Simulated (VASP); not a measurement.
Set up this calculation in VASP 6.6.1, as the native input.

- Task: single point
- Functional: PBE
- Potentials or basis: VASP PAW PBE potentials, release 64 (Tb, Mo_sv)
- Cutoff: 690 eV
- k mesh: 18 × 18 × 12
- Occupations: gaussian, width 0.1 eV
- Spin: no spin polarisation
- Dipole correction: no
- Second try: not_converged
- Further INCAR settings: ALGO = All; EDIFF = 1e-06; NBANDS = 24

The structure of TbMo lies in POSCAR:

```
TbMo
1.0
    2.9477083893      0.0000000000      0.0000000000
    0.0000000000      2.9477083893      0.0000000000
    0.0000000000      0.0000000000      4.8923470319
Tb Mo
1 1
Direct
    0.0000000000      0.0000000000      0.5000000000
    0.5000000000      0.5000000000      0.0000000000
```

The cell was generated, and may not be a known phase.

One way to write it, as run:

INCAR

```
ALGO = All ; EDIFF = 1E-6
ENCUT = 690 ; GGA = PE
GGA_COMPAT = F ; ISEARCH = 1
ISIF = 2 ; ISMEAR = 0
KPAR = 4 ; LASPH = T
LCHARG = F ; LMAXMIX = 6
LREAL = F ; LWAVE = F
NBANDS = 24 ; NELM = 300
PREC = Accurate ; SIGMA = 0.1
```

KPOINTS

```
k-points
0
Gamma
  18 18 12
```

Potentials or basis: VASP PAW PBE potentials, release 64 (Tb, Mo_sv).

Command:

```console
$ cat potpaw_PBE.64/Tb/POTCAR potpaw_PBE.64/Mo_sv/POTCAR > POTCAR
$ mpirun -np 4 vasp_std > vasp.out
```

It gave:

```
Pressure               : -8.3 GPa
Band gap on the k mesh : zero (an odd number of electrons rules out a gap without spin polarisation)
```

Caveat: the cell stands under tension; spin-orbit coupling is left out, which moves the levels of the heavy elements; semilocal functionals describe open f shells poorly, which spoils levels, moments and volumes.

Wall time 12 min on 4 MPI ranks on Intel(R) Xeon(R) Platinum 8259CL CPU @ 2.50GHz (Skylake/Cascade Lake), with other jobs on the host, peak memory 1.2 GiB a rank.
